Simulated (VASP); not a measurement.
Si2W:

```
CELL_PARAMETERS angstrom
4.61685 0.00000 0.00000
-2.30843 3.99831 0.00000
0.00000 0.00000 6.65322
ATOMIC_POSITIONS crystal
W 0.50000 0.00000 0.50000
W 0.50000 0.50000 0.83333
W 0.00000 0.50000 0.16667
Si 0.32725 0.16363 0.16667
Si 0.83637 0.16363 0.83333
Si 0.16363 0.32725 0.50000
Si 0.67275 0.83637 0.16667
Si 0.16363 0.83637 0.83333
Si 0.83637 0.67275 0.50000
```

```yaml
Program: VASP 6.6.1
Task: relaxation of cell and atoms
Functional: PBEsol
Dispersion: D3(BJ)
Potentials_or_basis: VASP PAW PBE potentials, release 64 (W_sv, Si)
Cutoff: 600 eV
k_mesh: 7 × 7 × 4
Occupations: fermi-dirac, width 0.05 eV
Spin: no spin polarisation
```

At the start: pressure -11.7 GPa; volume 13.65 Å³/atom.

**Question.** How do energy, volume and symmetry change on relaxing?

**Answer.** Over 9 steps the energy falls by 26.5 meV/atom and the volume is 12.95 Å³/atom (-5.1 %); space group P6_222 (No. 180, to 0.1 Å) before and after.

Step by step:
| step | energy change (eV) | largest force (eV/Å) | pressure (GPa) | volume (Å³) |
| --- | --- | --- | --- | --- |
| 1 | 0.0000 | 0.0349 | -11.68 | 122.82 |
| 2 | 0.6635 | 0.0982 | 29.59 | 105.97 |
| 3 | -0.2375 | 0.0052 | -0.38 | 116.78 |
| 4 | -0.2377 | 0.0061 | -0.05 | 116.62 |
| 5 | -0.2377 | 0.0070 | 0.21 | 116.50 |
| 6 | -0.2382 | 0.0055 | -0.37 | 116.75 |
| 7 | -0.2383 | 0.0019 | -0.19 | 116.68 |
| 8 | -0.2384 | 0.0022 | 0.14 | 116.51 |
| 9 | -0.2384 | 0.0020 | 0.01 | 116.57 |

Final structure:
```
W Si
1.0
     4.53293    0.00000    0.00000
    -2.26647    3.92564    0.00000
     0.00000    0.00000    6.55106
W Si
3 6
Direct
  0.50000 0.00000 0.50000
  0.50000 0.50000 0.83333
  0.00000 0.50000 0.16667
  0.32734 0.16367 0.16667
  0.83633 0.16367 0.83333
  0.16367 0.32734 0.50000
  0.67266 0.83633 0.16667
  0.16367 0.83633 0.83333
  0.83633 0.67266 0.50000
```

Caveat: the PAW data sets were made with another functional, which shifts forces and pressure a little.
